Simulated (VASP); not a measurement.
# C (P-1) in VASP: a series of runs

Runs on C. Level: LDA. Tasks: single point.

All numbers are computed with VASP 6.6.1; they aren't measurements. Logs are shortened: lines on timing, memory, paths and dates and some standing lists are left out, and cuts for length are marked.

### Step 1. The cell of the first run

The typed cell holds 6 atoms: a = 2.445 Å, b = 2.445 Å, c = 10.022 Å, α = 85.36°, β = 87.67°, γ = 60.00°.

### Step 2. Single point, LDA (layers slid over each other)

Input file INCAR:

```
SYSTEM = C
ALGO = Normal
EDIFF = 1E-7
ENCUT = 520
ISIF = 2
ISMEAR = 0
LASPH = .True.
LCHARG = .False.
LREAL = .False.
LWAVE = .False.
NBANDS = 21
NELM = 100
PREC = Accurate
SIGMA = 0.05
```

Input file KPOINTS:

```
k-points
0
Gamma
  12 12 3
  0 0 0
```

Input file POSCAR:

```
C
1.0
    0.0000000000      2.4448680940      0.0000000000
   -2.1172982845      1.2224340470      0.0115975242
   -0.6461768017      0.4074780157      9.9925765711
C
6
Direct
    0.4999997487     -0.0555772510      0.1667332609
    0.8333330820      0.0555338601      0.8333999276
    0.1666664153      0.4999783046      0.5000665943
    0.5000002513      0.8333439176      0.4999667391
    0.8333335847      0.2777883621      0.1666334057
    0.1666669180      0.3888994732      0.8333000724
```

Potentials or basis: VASP PAW LDA potentials, release 64 (C).

The run is started by

```sh
> cat potpaw_LDA.64/C/POTCAR > POTCAR
> mpirun -np 1 vasp_std > vasp.out
```

OUTCAR:

```text
SYSTEM = C
   EDIFF = 1E-7
   ENCUT = 520
   ISIF = 2
   ISMEAR = 0
   LASPH = .True.
   LREAL = .False.
   NELM = 100
   PREC = Accurate

 ion  position               nearest neighbor table
   1  0.500  0.944  0.167-   5 1.41   5 1.41   5 1.41
   2  0.833  0.056  0.833-   6 1.41   6 1.41   6 1.41
   3  0.167  0.500  0.500-   4 1.41   4 1.41   4 1.41
   4  0.500  0.833  0.500-   3 1.41   3 1.41   3 1.41
   5  0.833  0.278  0.167-   1 1.41   1 1.41   1 1.41
   6  0.167  0.389  0.833-   2 1.41   2 1.41   2 1.41

  LATTYP: Found a triclinic cell.
 ALAT       =     2.4448680940
 B/A-ratio  =     1.7320532962
 C/A-ratio  =     4.7041482838
 COS(alpha) =     0.0002095111
 COS(beta)  =     0.2480080551
 COS(gamma) =     0.8660241595

  Lattice vectors:

 A1 = (   0.0000000000,  -2.4448680940,   0.0000000000)
 A2 = (  -2.1172982845,  -3.6673021410,   0.0115975242)
 A3 = (   4.8807733707,  -2.8523461097, -10.0157716195)

Analysis of symmetry for initial positions (statically):
=====================================================================
 Subroutine PRICEL returns:
 Original cell was already a primitive cell.

 Routine SETGRP: Setting up the symmetry group for a
 triclinic supercell.

 Subroutine GETGRP returns: Found  2 space group operations
 (whereof  1 operations were pure point group operations)
 out of a pool of  2 trial point group operations.

The static configuration has the point symmetry C_1 .
 The point group associated with its full space group is S_2 .

Analysis of symmetry for dynamics (positions and initial velocities):
=====================================================================
 Subroutine PRICEL returns:
 Original cell was already a primitive cell.

 Routine SETGRP: Setting up the symmetry group for a
 triclinic supercell.

 Subroutine GETGRP returns: Found  2 space group operations
 (whereof  1 operations were pure point group operations)
 out of a pool of  2 trial point group operations.

The dynamic configuration has the point symmetry C_1 .
 The point group associated with its full space group is S_2 .

 Subroutine INISYM returns: Found  2 space group operations
 (whereof  1 operations are pure point group operations),
 and found     1 'primitive' translations

----------------------------------------------------------------------------------------

                                     Primitive cell

  volume of cell :      51.7084

  direct lattice vectors                    reciprocal lattice vectors
     0.000000000  2.444868094  0.000000000     0.236142288  0.409020021 -0.001408746
    -2.117298284  1.222434047  0.011597524    -0.472467361  0.000000000 -0.030552425
    -0.646176802  0.407478016  9.992576571     0.000548352  0.000000000  0.100109749

  length of vectors
     2.444868094  2.444878632 10.021734846     0.472294974  0.473454177  0.100111251

  position of ions in fractional coordinates (direct lattice)
     0.499999749  0.944422749  0.166733261
     0.833333082  0.055533860  0.833399928
     0.166666415  0.499978305  0.500066594
     0.500000251  0.833343918  0.499966739
     0.833333585  0.277788362  0.166633406
     0.166666918  0.388899473  0.833300072

  ion indices of the primitive-cell ions
   primitive index   ion index
                 1           1
                 2           2
                 3           3
                 4           4
                 5           5
                 6           6

----------------------------------------------------------------------------------------

 KPOINTS: k-points

Automatic generation of k-mesh.
 Grid dimensions read from file:
 generate k-points for:   12   12    3

 Generating k-lattice:

  Cartesian coordinates                     Fractional coordinates (reciprocal lattice)
     0.019678524  0.034085002 -0.000117395     0.083333333  0.000000000  0.000000000
    -0.039372280  0.000000000 -0.002546035     0.000000000  0.083333333  0.000000000
     0.000182784  0.000000000  0.033369916     0.000000000 -0.000000000  0.333333333

  Length of vectors
     0.039357915  0.039454515  0.033370417

  Shift w.r.t. Gamma in fractional coordinates (k-lattice)
     0.000000000  0.000000000  0.000000000

 Subroutine IBZKPT returns following result:
 ===========================================

 Found    218 irreducible k-points:

 Following reciprocal coordinates:
            Coordinates               Weight
  0.000000  0.000000  0.000000      1.000000
  0.083333  0.000000  0.000000      2.000000
  0.166667  0.000000 -0.000000      2.000000
  0.250000  0.000000 -0.000000      2.000000
  0.333333  0.000000  0.000000      2.000000
  0.416667 -0.000000  0.000000      2.000000
[... 16 lines left out ...]
  0.250000  0.166667  0.000000      2.000000
  0.333333  0.166667  0.000000      2.000000
 [... further k-points ...]
   k-points           NKPTS =    218   k-points in BZ     NKDIM =    218   number of bands    NBANDS=     21
[... 99 lines left out ...]
      2     -13.9602      2.00000
      3     -13.9594      2.00000
      4      -2.7490      2.00000
      5      -2.7439      2.00000
      6      -1.1265      2.00000
[... 13 lines left out ...]
     20      14.3193      0.00000
     21      14.5626      0.00000

 k-point     4 :       0.2500    0.0000   -0.0000
  band No.  band energies     occupation
      1     -13.3703      2.00000
      2     -13.1453      2.00000
      3     -13.1445      2.00000
      4      -2.6264      2.00000
      5      -2.5463      2.00000
      6      -2.5444      2.00000
[... 13 lines left out ...]
     20      14.5790      0.00000
     21      14.5989      0.00000

 k-point     5 :       0.3333    0.0000    0.0000
  band No.  band energies     occupation
      1     -12.2274      2.00000
      2     -12.0194      2.00000
      3     -12.0181      2.00000
      4      -4.8548      2.00000
      5      -4.7459      2.00000
      6      -4.7445      2.00000
[... 13 lines left out ...]
     20      15.6718      0.00000
     21      15.6992      0.00000

 k-point     6 :       0.4167   -0.0000    0.0000
  band No.  band energies     occupation
      1     -10.7937      2.00000
      2     -10.6090      2.00000
      3     -10.6052      2.00000
      4      -6.9921      2.00000
      5      -6.8575      2.00000
      6      -6.8568      2.00000
[... 13 lines left out ...]
     20      16.9241      0.00000
     21      16.9925      0.00000

 k-point     7 :       0.5000    0.0000   -0.0000
  band No.  band energies     occupation
      1      -9.3491      2.00000
      2      -9.3482      2.00000
      3      -9.2472      2.00000
      4      -8.5208      2.00000
      5      -8.5181      2.00000
      6      -8.4566      2.00000
[... 13 lines left out ...]
     20      15.7848      0.00000
     21      17.7311      0.00000
[... 291 lines left out ...]
      1     -14.1966      2.00000
      2     -13.9770      2.00000
      3     -13.9436      2.00000
      4      -2.8358      2.00000
      5      -2.6502      2.00000
      6      -1.1345      2.00000
[... 13 lines left out ...]
     20      14.3310      0.00000
     21      14.5492      0.00000

 k-point    21 :       0.0833    0.1667   -0.0000
  band No.  band energies     occupation
      1     -14.3630      2.00000
      2     -14.1412      2.00000
      3     -14.1073      2.00000
      4      -3.0372      2.00000
      5      -2.8500      2.00000
      6      -1.3236      2.00000
[... 13 lines left out ...]
     20      14.8072      0.00000
     21      14.8925      0.00000

 k-point    22 :       0.1667    0.1667    0.0000
  band No.  band energies     occupation
      1     -14.1965      2.00000
      2     -13.9771      2.00000
      3     -13.9435      2.00000
      4      -2.8358      2.00000
      5      -2.6494      2.00000
      6      -1.1353      2.00000
[... 13 lines left out ...]
     20      14.4577      0.00000
     21      14.4705      0.00000

 k-point    23 :       0.2500    0.1667    0.0000
  band No.  band energies     occupation
      1     -13.6993      2.00000
      2     -13.4868      2.00000
      3     -13.4542      2.00000
      4      -2.2366      2.00000
      5      -2.0528      2.00000
      6      -1.6034      2.00000
[... 13 lines left out ...]
     20      14.0485      0.00000
     21      14.5514      0.00000

 k-point    24 :       0.3333    0.1667    0.0000
  band No.  band energies     occupation
      1     -12.8780      2.00000
      2     -12.6769      2.00000
      3     -12.6458      2.00000
      4      -2.9088      2.00000
      5      -2.8851      2.00000
      6      -2.8383      2.00000
[... 13 lines left out ...]
     20      15.0924      0.00000
     21      15.3233      0.00000

 [... further k-points ...]

------------------------ aborting loop because EDIFF is reached ----------------------------------------

  FORCE on cell =-STRESS in cart. coord.  units (eV):
  Direction    XX          YY          ZZ          XY          YZ          ZX
  --------------------------------------------------------------------------------------
  -------------------------------------------------------------------------------------
  Total        0.3969627      0.4528959     -0.0129858     -0.0026979     -0.1029567      0.0212528
  in kB       12.2998316     14.0329129     -0.4023617     -0.0835951     -3.1900972      0.6585146
  external PRESSURE =       8.6434610 kB  Pullay stress =       0.0000000 kB

 VOLUME and BASIS-vectors are now :
 -----------------------------------------------------------------------------
  energy-cutoff  :      520.00
  volume of cell :       51.71
      direct lattice vectors                 reciprocal lattice vectors
     0.000000000  2.444868094  0.000000000     0.236142288  0.409020021 -0.001408746
    -2.117298284  1.222434047  0.011597524    -0.472467361  0.000000000 -0.030552425
    -0.646176802  0.407478016  9.992576571     0.000548352  0.000000000  0.100109749

 POSITION                                       TOTAL-FORCE (eV/Angst)
 -----------------------------------------------------------------------------------
     -2.10736      2.44487      1.67705        -0.000548     -0.011027      0.015317
     -0.65611      2.44487      8.32846        -0.002970      0.013151     -0.012927
     -1.38173      1.22243      5.00275        -0.001189      0.003021      0.011414
     -2.08750      2.44487      5.00562         0.001189     -0.003021     -0.011414
     -0.69584      2.44487      1.66832         0.002970     -0.013151      0.012927
     -1.36188      1.22243      8.33133         0.000548      0.011027     -0.015317
 -----------------------------------------------------------------------------------
    total drift:                                0.000000      0.000000     -0.000001

  FREE ENERGIE OF THE ION-ELECTRON SYSTEM (eV)
  ---------------------------------------------------
  free  energy   TOTEN  =       -60.6591486108 eV

  energy  without entropy=      -60.6591482000  energy(sigma->0) =      -60.65914841
```

Run time: 1.7 min. Hardware: 1 thread of Intel Xeon 6975P-C (Granite Rapids), shared host; peak memory 0.25 GiB.

Results:

| Quantity | Value |
| --- | --- |
| Free energy | -60.6591 eV |
| Pressure | 0.9 GPa |
| Largest force | 0.019 eV/Å |

Forces in eV/Å, atoms in the order of the input:
```
C   -0.001 -0.011  0.015
C   -0.003  0.013 -0.013
C   -0.001  0.003  0.011
C    0.001 -0.003 -0.011
C    0.003 -0.013  0.013
C    0.001  0.011 -0.015
```

Caveat: the cell differs from its parent crystal (layers slid over each other).

### Step 3. Single point, LDA (layers slid over each other)

Input file INCAR:

```
SYSTEM = C
PREC = Accurate
ENCUT = 520
EDIFF = 1E-6
ISMEAR = 0
SIGMA = 0.05
LREAL = .FALSE.
LASPH = .TRUE.
NELM = 100
ALGO = Normal
ISIF = 2
LWAVE = .FALSE.
LCHARG = .FALSE.
NBANDS = 21
```

Input file KPOINTS:

```
Automatic mesh
0
G
  12 12 3
  0 0 0
```

Input file POSCAR:

```
C
1.0
    0.0000000000      2.4448680940      0.0000000000
   -2.1172982845      1.2224340470      0.0115975242
   -1.3519428966      0.8149560313      9.9964424125
C
6
Direct
    0.4999997487     -0.1111550046      0.1667332609
    0.8333330820     -0.2222661157      0.8333999276
    0.1666664153      0.3332894398      0.5000665943
    0.5000002513      0.6666883380      0.4999667391
    0.8333335847      0.2222438935      0.1666334057
    0.1666669180      0.1111327824      0.8333000724
```

Potentials or basis: VASP PAW LDA potentials, release 64 (C).

The run is started by

```sh
> cat potpaw_LDA.64/C/POTCAR > POTCAR
> mpirun -np 1 vasp_std > vasp.out
```

Run time: 93 s. Hardware: 1 thread of Intel Xeon 6975P-C (Granite Rapids), shared host; peak memory 0.26 GiB.

The run converged. Its results:

```yaml
Free_energy: -60.6591 eV
Pressure: 0.9 GPa
Largest_force: 0.019 eV/Å
```

Forces in eV/Å, atoms in the order of the input:
```
C   -0.009 -0.006  0.015
C    0.013  0.004 -0.013
C    0.004  0.000  0.011
C   -0.004  0.000 -0.011
C   -0.013 -0.004  0.013
C    0.009  0.006 -0.015
```

Stress tensor (GPa, compression positive):
```
 1.36  0.07 -0.32
 0.07  1.27 -0.10
-0.32 -0.10 -0.04
```

Caveat: the cell differs from its parent crystal (layers slid over each other).

### Step 4. Single point, LDA (layers slid over each other)

Input file INCAR:

```
SYSTEM = C
ALGO     = Normal         ! electronic algorithm
EDIFF    = 1E-7           ! SCF threshold, eV
ENCUT    = 520            ! plane-wave cutoff, eV
GGA      = CA             ! functional
ISIF     = 2              ! what is computed and relaxed
ISMEAR   = 0              ! smearing method
LASPH    = .True.         ! aspherical terms in the spheres
LCHARG   = .False.        ! write CHGCAR
LREAL    = .False.        ! projectors in reciprocal space
LWAVE    = .False.        ! write WAVECAR
NBANDS   = 21             ! bands
NELM     = 60             ! most SCF steps
PREC     = Accurate       ! precision mode
SIGMA    = 0.05           ! smearing width, eV
```

Input file KPOINTS:

```
k-points
0
Gamma
  12 12 3
  0 0 0
```

Input file POSCAR:

```
C
1.0
    0.0000000000      2.4448680940      0.0000000000
   -2.1172982845      1.2224340470      0.0115975242
    0.0595892931      0.8149560313      9.9887107297
C
6
Direct
    0.4444219950      0.0000005027      0.1667332609
    0.5555331061      0.3333338360      0.8333999276
   -0.0000224494      0.6666671693      0.5000665943
    0.3333446716      0.9999994973      0.4999667391
    0.7777891161      0.3333328307      0.1666334057
   -0.1110997728      0.6666661640      0.8333000724
```

The run is started by

```sh
> cat potpaw_LDA.64/C/POTCAR > POTCAR
> mpirun -np 1 vasp_std > vasp.out
```

It took 1.8 min on 1 thread of Intel Xeon 6975P-C (Granite Rapids), shared host; peak memory 0.25 GiB.

Results (log left out):

```
Free energy   : -60.6592 eV
Pressure      : 0.9 GPa
Largest force : 0.019 eV/Å
```

Forces in eV/Å, atoms in the order of the input:
```
C    0.010 -0.005  0.015
C   -0.010  0.009 -0.013
C   -0.002  0.003  0.011
C    0.002 -0.003 -0.011
C    0.010 -0.009  0.013
C   -0.010  0.005 -0.015
```

Stress tensor (GPa, compression positive):
```
 1.35 -0.08  0.23
-0.08  1.28 -0.22
 0.23 -0.22 -0.04
```

Caveat: the cell differs from its parent crystal (layers slid over each other).

### Step 5. Single point, LDA (layers slid over each other)

Input file INCAR:

```
PREC     = Accurate       # precision mode
ENCUT    = 520            # plane-wave cutoff, eV
EDIFF    = 1E-6           # SCF threshold, eV
ISMEAR   = 0              # smearing method
SIGMA    = 0.05           # smearing width, eV
LREAL    = False          # projectors in reciprocal space
LASPH    = True           # aspherical terms in the spheres
NELM     = 60             # most SCF steps
ALGO     = Normal         # electronic algorithm
ISIF     = 2              # what is computed and relaxed
LWAVE    = False          # write WAVECAR
LCHARG   = False          # write CHGCAR
GGA      = CA             # functional
NBANDS   = 21             # bands
```

Input file KPOINTS:

```
regular mesh
0
Gamma
  12 12 3
```

Input file POSCAR:

```
C
1.0
    0.0000000000      2.4448680940      0.0000000000
   -2.1172982845      1.2224340470      0.0115975242
   -0.2932937543      0.2037390078      9.9906436504
C
6
Direct
    0.4999997487     -0.0277883742      0.1667332609
    0.8333330820      0.1944338481      0.8333999276
    0.1666664153      0.5833227370      0.5000665943
    0.5000002513      0.9166717075      0.4999667391
    0.8333335847      0.3055605964      0.1666334057
    0.1666669180      0.5277828186      0.8333000724
```

The run is started by

```sh
> cat potpaw_LDA.64/C/POTCAR > POTCAR
> mpirun -np 1 vasp_std > vasp.out
```

It took 85 s on 1 thread of Intel Xeon 6975P-C (Granite Rapids), shared host; peak memory 0.25 GiB.

The run converged. Its results:

```yaml
Free_energy: -60.6662 eV
Pressure: 0.8 GPa
Largest_force: 0.016 eV/Å
```

Forces on the atoms (eV/Å):
```
C    0.003 -0.006  0.015
C   -0.005  0.007  0.005
C   -0.001  0.001  0.013
C    0.001 -0.001 -0.013
C    0.005 -0.007 -0.005
C   -0.003  0.006 -0.015
```

Stress tensor (GPa, compression positive):
```
 1.29 -0.02  0.12
-0.02  1.42 -0.16
 0.12 -0.16 -0.26
```

Caveat: the cell differs from its parent crystal (layers slid over each other).

### Step 6. Overview

```tsv
cell	pressure (GPa)	largest force (eV/Å)
a = 2.445, b = 2.445, c = 10.022 Å, angles 85.4, 87.7, 60.0°, 6 atoms	0.9	0.02
a = 2.445, b = 2.445, c = 10.120 Å, angles 80.8, 85.4, 60.0°, 6 atoms	0.9	0.02
a = 2.445, b = 2.445, c = 10.022 Å, angles 87.7, 85.3, 60.0°, 6 atoms	0.9	0.02
a = 2.445, b = 2.445, c = 9.997 Å, angles 87.7, 88.8, 60.0°, 6 atoms	0.8	0.02
```

Alike in all rows: task single point; level LDA; potentials or basis VASP PAW LDA potentials, release 64 (C); no spin polarisation; k mesh 12 × 12 × 3; cutoff (eV) 520; smearing gaussian 0.05 eV.

Total energies depend on the potentials used, so only differences within one code and one set of settings carry meaning.
